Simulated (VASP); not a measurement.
# Hf (Fd-3m) in VASP: a series of runs, part 2 of 2

VASP 6.6.1. The steps go on from the part before.

### Step 3. Single point, PBE (volume scaled by 1.08)

INCAR reads:

```
SYSTEM = Hf
ALGO = Normal ; EDIFF = 1E-6
ENCUT = 520 ; GGA = PE
ISIF = 2 ; ISMEAR = -1
LASPH = .True. ; LCHARG = .False.
LREAL = .False. ; LWAVE = .False.
NBANDS = 17 ; NELM = 100
PREC = Accurate ; SIGMA = 0.1
```

KPOINTS reads:

```
k-points
0
Gamma
  9 9 9
  0 0 0
```

POSCAR reads:

```
Hf
1.0
    0.0000000000      3.3606430143      3.3606430143
    3.3606430143      0.0000000000      3.3606430143
    3.3606430143      3.3606430143      0.0000000000
Hf
2
Direct
    0.1250000000      0.1250000000      0.1250000000
    0.8750000000      0.8750000000      0.8750000000
```

Potentials or basis: VASP PAW PBE potentials, release 64 (Hf_pv).

Command:

```sh
$ cat potpaw_PBE.64/Hf_pv/POTCAR > POTCAR
$ mpirun -np 1 vasp_std > vasp.out
```

Run time: 16 s. Hardware: 1 thread of Intel Xeon 6975P-C (Granite Rapids), shared host; peak memory 0.21 GiB.

It converged, with:

| Property | Result |
| --- | --- |
| Free energy | -14.5080 eV |
| Pressure | -2.3 GPa |
| Band gap on the k mesh | zero (band 10 reaches 1.48 eV, above the bottom of band 11 at 0.97 eV) |

Levels at points of the mesh, in eV from the Fermi level:
| k point | band 6 | band 7 | band 8 | band 9 | band 10 | band 11 | band 12 | band 13 | band 14 | band 15 |
| --- | --- | --- | --- | --- | --- | --- | --- | --- | --- | --- |
| (0.00, 0.00, 0.00) | -30.62 | -4.95 | -0.20 | -0.20 | 0.11 | 0.11 | 0.11 | 1.90 | 1.90 | 1.90 |

Caveat: the cell differs from its parent crystal (volume scaled by 1.08); spin-orbit coupling is left out, which moves the levels of the heavy elements.

### Step 4. Single point, PBE (volume scaled by 1.12)

INCAR reads:

```
SYSTEM = Hf
PREC = Accurate
ENCUT = 520
EDIFF = 1E-6
ISMEAR = -1
SIGMA = 0.1
LREAL = .False.
LASPH = .True.
NELM = 80
ALGO = Normal
ISIF = 2
LWAVE = .False.
LCHARG = .False.
GGA = PE
NBANDS = 17
```

KPOINTS reads:

```
Automatic mesh
0
Gamma
  9 9 9
  0 0 0
```

POSCAR reads:

```
Hf
1.0
    0.0000000000      3.4016305053      3.4016305053
    3.4016305053      0.0000000000      3.4016305053
    3.4016305053      3.4016305053      0.0000000000
Hf
2
Direct
    0.1250000000      0.1250000000      0.1250000000
    0.8750000000      0.8750000000      0.8750000000
```

Potentials or basis: VASP PAW PBE potentials, release 64 (Hf_pv).

Command:

```sh
$ cat potpaw_PBE.64/Hf_pv/POTCAR > POTCAR
$ mpirun -np 1 vasp_std > vasp.out
```

OUTCAR:

```text
SYSTEM = Hf
   PREC = Accurate
   ENCUT = 520
   EDIFF = 1E-6
   ISMEAR = -1
   LREAL = .False.
   LASPH = .True.
   NELM = 80
   ISIF = 2
   GGA = PE

 ion  position               nearest neighbor table
   1  0.125  0.125  0.125-   2 2.95   2 2.95   2 2.95   2 2.95
   2  0.875  0.875  0.875-   1 2.95   1 2.95   1 2.95   1 2.95

  LATTYP: Found a face centered cubic cell.
 ALAT       =     6.8032610106

  Lattice vectors:

 A1 = (   0.0000000000,   3.4016305053,   3.4016305053)
[... 192 lines left out ...]
      6     -29.6306      2.00000
[... 457 lines left out ...]
      4     -29.8075      2.00000
      5     -29.5461      2.00000
      6     -29.5461      2.00000
[... 9 lines left out ...]
     16       3.9692      0.00000
     17       5.6710      0.00000

 [... further k-points ...]
[... 5 lines left out ...]
  --------------------------------------------------------------------------------------
  -------------------------------------------------------------------------------------
  Total       -1.5708238     -1.5708238     -1.5708238      0.0000000      0.0000000      0.0000000
  in kB      -31.9702944    -31.9702944    -31.9702944      0.0000000      0.0000000      0.0000000
  external PRESSURE =     -31.9702944 kB  Pullay stress =       0.0000000 kB

 VOLUME and BASIS-vectors are now :
 -----------------------------------------------------------------------------
  energy-cutoff  :      520.00
  volume of cell :       78.72
      direct lattice vectors                 reciprocal lattice vectors
     0.000000000  3.401630505  3.401630505    -0.146988334  0.146988334  0.146988334
     3.401630505  0.000000000  3.401630505     0.146988334 -0.146988334  0.146988334
     3.401630505  3.401630505  0.000000000     0.146988334  0.146988334 -0.146988334

 POSITION                                       TOTAL-FORCE (eV/Angst)
 -----------------------------------------------------------------------------------
      0.85041      0.85041      0.85041        -0.000000     -0.000000     -0.000000
      5.95285      5.95285      5.95285         0.000000      0.000000      0.000000
 -----------------------------------------------------------------------------------
    total drift:                                0.000000      0.000000      0.000000

  FREE ENERGIE OF THE ION-ELECTRON SYSTEM (eV)
  ---------------------------------------------------
  free  energy   TOTEN  =       -14.4599479601 eV

  energy  without entropy=      -14.2847146958  energy(sigma->0) =      -14.37233133
```

OSZICAR:

```text
N       E                     dE             d eps       ncg     rms          rms(c)
DAV:   1     0.472073891002E+02    0.47207E+02   -0.10770E+04  1246   0.102E+03
DAV:   2    -0.129820499793E+02   -0.60189E+02   -0.58870E+02  1568   0.219E+02
DAV:   3    -0.149517065960E+02   -0.19697E+01   -0.19204E+01  1631   0.260E+01
DAV:   4    -0.149828971551E+02   -0.31191E-01   -0.31123E-01  1562   0.393E+00
DAV:   5    -0.149837285945E+02   -0.83144E-03   -0.83111E-03  1821   0.506E-01    0.289E+01
DAV:   6    -0.145209575726E+02    0.46277E+00   -0.95109E-01  1314   0.420E+00    0.167E+01
DAV:   7    -0.144751871156E+02    0.45770E-01   -0.61725E-01  1475   0.358E+00    0.205E+00
DAV:   8    -0.144606565087E+02    0.14531E-01   -0.12242E-01  1335   0.143E+00    0.183E-01
DAV:   9    -0.144599042812E+02    0.75223E-03   -0.51019E-03  1413   0.335E-01    0.114E-01
DAV:  10    -0.144599770292E+02   -0.72748E-04   -0.25166E-04  1811   0.789E-02    0.985E-02
DAV:  11    -0.144599474695E+02    0.29560E-04   -0.14642E-04  1377   0.488E-02    0.548E-03
DAV:  12    -0.144599479601E+02   -0.49060E-06   -0.52501E-06  1513   0.127E-02
   1 F= -.14459948E+02 E0= -.14372331E+02  d E =-.175233E+00
```

stdout:

```text
POSCAR found type information on POSCAR Hf
 POSCAR found :  1 types and       2 ions
 scaLAPACK will be used
 LDA part: xc-table for (Slater+PW92), standard interpolation
 POSCAR, INCAR and KPOINTS ok, starting setup
 FFT: planning ... GRIDC
 FFT: planning ... GRID_SOFT
 FFT: planning ... GRID
 WAVECAR not read
 entering main loop
```

Wall time 14 s (1 thread of Intel Xeon 6975P-C (Granite Rapids), shared host); peak memory 0.21 GiB.

What came out:

- Free energy: -14.4599 eV
- Pressure: -3.2 GPa
- Band gap on the k mesh: zero (band 10 reaches 1.31 eV, above the bottom of band 11 at 0.83 eV)

Levels at points of the mesh, in eV from the Fermi level:
| k point | band 7 | band 8 | band 9 | band 10 | band 11 | band 12 | band 13 | band 14 |
| --- | --- | --- | --- | --- | --- | --- | --- | --- |
| (0.00, 0.00, 0.00) | -4.89 | -0.16 | -0.16 | 0.09 | 0.09 | 0.09 | 1.84 | 1.84 |

Caveat: the cell differs from its parent crystal (volume scaled by 1.12); spin-orbit coupling is left out, which moves the levels of the heavy elements.

### Step 5. Relaxation of cell and atoms, PBE

This run uses another cell than the first one, of 30.21 Å³/atom, 0.827 times its volume.

INCAR reads:

```
PREC     = Accurate       # precision mode
ENCUT    = 600            # plane-wave cutoff, eV
EDIFF    = 1E-7           # SCF threshold, eV
ISMEAR   = -1             # smearing method
SIGMA    = 0.1            # smearing width, eV
LREAL    = False          # projectors in reciprocal space
LASPH    = True           # aspherical terms in the spheres
NELM     = 100            # most SCF steps
ALGO     = Normal         # electronic algorithm
ISIF     = 3              # what is computed and relaxed
LWAVE    = False          # write WAVECAR
LCHARG   = False          # write CHGCAR
GGA      = PE             # functional
IBRION   = 2              # ionic algorithm
NSW      = 80             # ionic steps
EDIFFG   = -0.01          # ionic threshold
```

KPOINTS reads:

```
regular mesh
0
Gamma
  9 9 9
```

POSCAR reads:

```
Hf
1.0
    0.0000000000      3.1145822620      3.1145822620
    3.1145822620      0.0000000000      3.1145822620
    3.1145822620      3.1145822620      0.0000000000
Hf
2
Direct
    0.1250000000      0.1250000000      0.1250000000
    0.8750000000      0.8750000000      0.8750000000
```

Command:

```sh
$ cat potpaw_PBE.64/Hf_pv/POTCAR > POTCAR
$ mpirun -np 1 vasp_std > vasp.out
```

Wall time 41 s (1 thread of Intel Xeon 6975P-C (Granite Rapids), shared host); peak memory 0.23 GiB.

Results (log left out):

| Property | Result |
| --- | --- |
| Free energy | -14.5523 eV |
| Relaxed volume | 34.89 Å³/atom |
| Relaxed cell | a = 4.621 Å, b = 4.621 Å, c = 4.621 Å, α = 60.00°, β = 60.00°, γ = 60.00° |
| Space group after relaxing (to 0.05 Å) | Fd-3m (No. 227) |
| Energy gained by relaxing | 63.9 meV/atom |
| Ionic steps | 4 |
| Pressure after relaxing | 0.0 GPa |
| Band gap on the k mesh | zero (band 10 reaches 1.93 eV, above the bottom of band 11 at 1.34 eV) |

Step by step:
```tsv
step	energy change (eV)	largest force (eV/Å)	pressure (GPa)	volume (Å³)
1	0.0000	0.0000	4.74	60.43
2	-0.1259	0.0000	0.52	68.58
3	-0.1279	0.0000	-0.07	69.98
4	-0.1279	0.0000	0.01	69.78
```

Final structure:
```yaml
crystal:
  lattice:
    - [0.00000, 3.26767, 3.26767]
    - [3.26767, 0.00000, 3.26767]
    - [3.26767, 3.26767, 0.00000]
  atoms:
    - { symbol: Hf, position: [0.12500, 0.12500, 0.12500] }
    - { symbol: Hf, position: [0.87500, 0.87500, 0.87500] }
```

Levels at points of the mesh, in eV from the Fermi level:
```
           k point  band 7  band 8  band 9  band 10  band 11  band 12  band 13  band 14
(0.00, 0.00, 0.00)   -5.11   -0.30   -0.30     0.15     0.15     0.15     2.06     2.06
```

Caveat: the volume moved by over 15 % at a fixed basis, so the end points are rough; spin-orbit coupling is left out, which moves the levels of the heavy elements.

### Step 6. Single point, PBE

This run uses another cell than the first one, of 35.14 Å³/atom, 0.962 times its volume.

INCAR reads:

```
  PREC = Accurate
  ENCUT = 520
  EDIFF = 1E-7
  ISMEAR = -1
  SIGMA = 0.1
  LREAL = F
  LASPH = T
  NELM = 100
  ALGO = Normal
  ISIF = 2
  LWAVE = F
  LCHARG = F
  GGA = PE
  NBANDS = 17
```

KPOINTS reads:

```
regular mesh
0
Gamma
  14 14 14
```

POSCAR reads:

```
Hf
1.0
    0.0000000000      3.2755265952      3.2755265952
    3.2755265952      0.0000000000      3.2755265952
    3.2755265952      3.2755265952      0.0000000000
Hf
2
Direct
    0.1250000000      0.1250000000      0.1250000000
    0.8750000000      0.8750000000      0.8750000000
```

Potentials or basis: VASP PAW PBE potentials, release 64 (Hf_pv).

Command:

```sh
$ cat potpaw_PBE.64/Hf_pv/POTCAR > POTCAR
$ mpirun -np 1 vasp_std > vasp.out
```

Wall time 43 s (1 thread of Intel Xeon 6975P-C (Granite Rapids), shared host); peak memory 0.26 GiB.

It converged, with:

```yaml
Free_energy: -14.5547 eV
Pressure: -0.2 GPa
Band_gap_on_the_k_mesh: zero (band 10 reaches 1.88 eV, above the bottom of band 11 at 1.26 eV)
```

Levels at points of the mesh, in eV from the Fermi level:
| k point | band 8 | band 9 | band 10 | band 11 | band 12 | band 13 |
| --- | --- | --- | --- | --- | --- | --- |
| (0.00, 0.00, 0.00) | -0.29 | -0.29 | 0.15 | 0.15 | 0.15 | 2.05 |
| (0.50, 0.00, 0.00) | -0.85 | -0.26 | -0.26 | -0.07 | 0.21 | 0.21 |
| (0.50, 0.50, 0.00) | -1.25 | -1.22 | -1.22 | 0.34 | 0.34 | 2.11 |

Caveat: spin-orbit coupling is left out, which moves the levels of the heavy elements.

### Step 7. The runs side by side

| task | cell | k mesh | cutoff (eV) | gap on the mesh (eV) | pressure (GPa) |
| --- | --- | --- | --- | --- | --- |
| single point | a = 4.693 Å, angles 60.0°, 2 atoms | 9 × 9 × 9 | 520 | none | -1.3 |
| single point | a = 4.753 Å, angles 60.0°, 2 atoms | 9 × 9 × 9 | 520 | none | -2.3 |
| single point | a = 4.811 Å, angles 60.0°, 2 atoms | 9 × 9 × 9 | 520 | none | -3.2 |
| relaxation of cell and atoms | relaxed from a = 4.405 Å, angles 60.0°, 2 atoms | 9 × 9 × 9 | 600 | none | 0.0 |
| single point | a = 4.632 Å, angles 60.0°, 2 atoms | 14 × 14 × 14 | 520 | none | -0.2 |

Alike in all rows: level PBE; potentials or basis VASP PAW PBE potentials, release 64 (Hf_pv); no spin polarisation; smearing fermi-dirac 0.1 eV.

Caveats: spin-orbit coupling is left out, which moves the levels of the heavy elements; the volume moved by over 15 % at a fixed basis, so the end points are rough (some runs).

Absolute energies hang on the potentials; compare differences alone.
